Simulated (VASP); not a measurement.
Write the native input for VASP 6.6.1 that does the following.

- Task: single point
- Functional: r2SCAN
- Dispersion: rVV10
- Potentials or basis: VASP PAW PBE potentials, release 64 (K_sv, S, Sc_sv)
- Cutoff: 520 eV
- k mesh: 6 × 6 × 2
- Occupations: fermi-dirac, width 0.03 eV
- Spin: no spin polarisation
- Dipole correction: no
- Further INCAR settings: ALGO = Normal; EDIFF = 1e-06; NBANDS = 42

The system is KScS2.

```xyz
8
Lattice="3.9718 0.0000 0.0000 0.0000 3.9718 0.0000 0.0000 0.0000 11.6779" Properties=species:S:1:pos:R:3 pbc="T T T"
K     1.9859    0.0000   10.4121
K     0.0000    1.9859    1.2659
S     1.9859    0.0000    2.0688
S     0.0000    1.9859    4.6464
S     1.9859    0.0000    7.0315
S     0.0000    1.9859    9.6091
Sc    1.9859    0.0000    4.3779
Sc    0.0000    1.9859    7.3000
```

The input as run:

POSCAR

```
KScS2
1.0
    3.9717597537      0.0000000000      0.0000000000
    0.0000000000      3.9717597537      0.0000000000
    0.0000000000      0.0000000000     11.6779032071
K S Sc
2 4 2
Direct
    0.5000000000      0.0000000000      0.8916029253
    0.0000000000      0.5000000000      0.1083970747
    0.5000000000      0.0000000000      0.1771516792
    0.0000000000      0.5000000000      0.3978830440
    0.5000000000      0.0000000000      0.6021169560
    0.0000000000      0.5000000000      0.8228483208
    0.5000000000      0.0000000000      0.3748871759
    0.0000000000      0.5000000000      0.6251128241
```

INCAR.step1

```
  ALGO = Normal
  EDIFF = 1E-4
  ENCUT = 520
  GGA = PE
  ISMEAR = -1
  LASPH = T
  LCHARG = F
  LREAL = F
  LWAVE = T
  NBANDS = 42
  NELM = 80
  PREC = Accurate
  SIGMA = 0.03
```

INCAR.step2

```
  ALGO = Normal
  BPARAM = 11.95
  CPARAM = 0.0093
  EDIFF = 1E-6
  ENCUT = 520
  ISIF = 2
  ISMEAR = -1
  ISTART = 1
  IVDW_NL = 2
  LASPH = T
  LCHARG = T
  LELF = T
  LMIXTAU = T
  LREAL = F
  LUSE_VDW = T
  LVHAR = T
  LWAVE = F
  METAGGA = R2SCAN
  NBANDS = 42
  NELM = 80
  PREC = Accurate
  SIGMA = 0.03
```

KPOINTS

```
k-points
0
Gamma
  6 6 2
```

Potentials or basis: VASP PAW PBE potentials, release 64 (K_sv, S, Sc_sv).

Launch:

```sh
$ cat potpaw_PBE.64/K_sv/POTCAR potpaw_PBE.64/S/POTCAR potpaw_PBE.64/Sc_sv/POTCAR > POTCAR
$ cp INCAR.step1 INCAR
$ mpirun -np 1 vasp_std > vasp.out
$ cp INCAR.step2 INCAR
$ mpirun -np 1 vasp_std > vasp.out
```

It gave:

```
Pressure               : 0.2 GPa
Largest force          : 0.060 eV/Å
Band gap on the k mesh : 0.75 eV
```

Caveat: the PAW data sets were made with another functional, which shifts forces and pressure a little.

Wall time 9.1 min on 1 thread of Intel(R) Xeon(R) 6975P-C (Granite Rapids), on a shared host, peak memory 0.65 GiB.
